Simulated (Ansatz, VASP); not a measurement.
## BAs: VASP beside Ansatz

The input INCAR:

```
  ALGO = Normal
  EDIFF = 1E-6
  ENCUT = 520
  GGA = PE
  ISIF = 2
  ISMEAR = -1
  LASPH = True
  LCHARG = True
  LELF = True
  LREAL = False
  LVHAR = True
  LWAVE = False
  NBANDS = 11
  NELM = 80
  PREC = Accurate
  SIGMA = 0.02
```

File KPOINTS:

```
k-points
0
Gamma
  10 10 10
```

POSCAR

```
BAs
1.0
    0.0000000000      2.3918698983      2.3918698983
    2.3918698983      0.0000000000      2.3918698983
    2.3918698983      2.3918698983      0.0000000000
B As
1 1
Direct
    0.0000000000      0.0000000000      0.0000000000
    0.2500000000      0.2500000000      0.2500000000
```

Input for Ansatz:

```yaml
crystal:
  lattice:
    - [0.0, 2.3918698983, 2.3918698983]
    - [2.3918698983, 0.0, 2.3918698983]
    - [2.3918698983, 2.3918698983, 0.0]
  atoms:
    - { symbol: B, position: [0.0, 0.0, 0.0] }
    - { symbol: As, position: [0.25, 0.25, 0.25] }
kpoints:
  mp_grid: { grid: [10, 10, 10] }
  band_path:
    path:
      - [[0.0, 0.0, 0.0], [-0.5, -0.5, -4.796476848831e-34], [-0.375, -0.375, 0.25]]
      - [[-0.375, 2.028927521889e-17, 0.375], [0.0, 0.0, 0.0], [-5.617294885642e-19, -5.617294885642e-19, 0.5], [-0.5, -0.25, 0.25], [-0.5, -0.5, -4.796476848831e-34]]
    npoints: 10
hamiltonian:
  xc: pbe
scf:
  occupations: { method: fermi_dirac, width: 0.02 }
  n_extra_bands: 4
output:
  forces: true
  stress: true
  eigenvalues: true
```

Alike in both runs: task single point; functional PBE; k mesh 10 × 10 × 10; occupations fermi-dirac, width 0.02 eV; no spin polarisation.

```csv
,VASP,Ansatz
version,VASP 6.6.1,Ansatz 0.2.0
potentials or method,"VASP PAW PBE potentials, release 64 (B, As)","plane waves, PAW"
plane-wave cutoff (eV),520,420
valence electrons in the cell,8,18
```

Ansatz gave:

```
gap on the k mesh at the Fermi level (eV) : 1.19
pressure (GPa)                            : 2.2
```

Q: What did VASP give for the same quantities?

A: gap on the k mesh at the Fermi level (eV): 1.18; pressure (GPa): 2.8.

VASP's potentials hold 8 valence electrons a cell and Ansatz's 18, so a difference there can come from the potentials and not from the codes.
